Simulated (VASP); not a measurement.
# LiF: single point with r2SCAN

Crystal: LiF.

```xyz
2
Lattice="0.0000 2.0140 2.0140 2.0140 0.0000 2.0140 2.0140 2.0140 0.0000" Properties=species:S:1:pos:R:3 pbc="T T T"
Li    0.0000    0.0000    0.0000
F     2.0140    2.0140    1.6390
```

This cell differs from its parent crystal: all F atoms moved +0.375 Å, as atom 2 towards its neighbour atom 1 (Li) at 2.014 Å.

```
Program             : VASP 6.6.1
Task                : single point
Functional          : r2SCAN
Potentials or basis : VASP PAW PBE potentials, release 64 (Li_sv, F)
Cutoff              : 520 eV
k mesh              : 10 × 10 × 10
Occupations         : gaussian, width 0.05 eV
Spin                : no spin polarisation
```

```yaml
Largest_force: 1.730 eV/Å
Band_gap_on_the_k_mesh: 9.99 eV, direct
```

Forces on the atoms (eV/Å):
```
Li   0.000  0.000 -1.730
F    0.000  0.000  1.730
```

Levels at points of the mesh, in eV from the valence-band top:
```tsv
k point	band 1	band 2	band 3	band 4	band 5	band 6	band 7	band 8	band 9	band 10
(0.00, 0.00, 0.00)	-41.93	-21.10	-0.22	0.00	0.00	9.99	23.63	23.63	25.73	27.22
(0.50, 0.00, 0.00)	-41.87	-20.74	-2.51	-0.44	-0.27	12.05	17.35	20.60	21.85	30.75
(0.50, 0.50, 0.00)	-41.85	-20.57	-2.83	-1.04	-1.04	15.24	17.49	19.89	22.02	22.02
(0.00, 0.50, 0.50)	-41.86	-20.49	-3.01	-1.08	-0.96	16.07	16.59	17.25	22.96	25.53
```

Run time: 110 s on 1 thread of Intel Xeon 8259CL, on a shared host, peak memory 0.15 GiB.

Caveat: the cell differs from its parent crystal (all F atoms moved +0.375 Å, as atom 2 towards its neighbour atom 1 (Li) at 2.014 Å); the PAW data sets were made with another functional, which shifts forces and pressure a little. A k mesh can miss the band edges.
